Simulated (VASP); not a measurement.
Write the native input for VASP 6.6.1 that does the following.

* Task: single point
* Functional: PBEsol
* Potentials or basis: VASP PAW PBE potentials, release 64 (Si, C)
* Cutoff: 600 eV
* k mesh: 10 × 10 × 10
* Occupations: gaussian, width 0.02 eV
* Spin: no spin polarisation
* Dipole correction: no
* Further INCAR settings: ALGO = Normal; EDIFF = 1e-06; NBANDS = 11

The structure of SiC (e600) lies in POSCAR:

```
SiC
1.0
    0.0098644269      2.1903777913      2.1728130176
    2.1903777913      0.0098644269      2.1728130176
    2.2002422182      2.2002422182      0.0000000000
Si C
1 1
Direct
    0.0004456181      0.0004456181     -0.0004456181
    0.2495543819      0.2495543819      0.2504456181
```

This cell differs from its parent crystal: strained cell.

These files were run (other wordings do the same):

INCAR

```
SYSTEM = SiC
PREC = Accurate
ENCUT = 600
EDIFF = 1E-6
ISMEAR = 0
SIGMA = 0.02
LREAL = .FALSE.
LASPH = .TRUE.
NELM = 120
ALGO = Normal
ISIF = 2
LWAVE = .FALSE.
LCHARG = .FALSE.
GGA = PS
NBANDS = 11
GGA_COMPAT = .FALSE.
```

KPOINTS

```
regular mesh
0
G
  10 10 10
  0 0 0
```

Potentials or basis: VASP PAW PBE potentials, release 64 (Si, C).

Command:

```console
$ cat potpaw_PBE.64/Si/POTCAR potpaw_PBE.64/C/POTCAR > POTCAR
$ mpirun -np 1 vasp_std > vasp.out
```

It gave:

The pressure is -1.6 GPa. The band gap on the k mesh is 1.15 eV, indirect (least direct gap 4.36 eV).

Caveat: the cell differs from its parent crystal (strained cell); the PAW data sets were made with another functional, which shifts forces and pressure a little.

It took 30 s on 1 thread of Intel Xeon 6975P-C, on a shared host, peak memory 0.18 GiB.
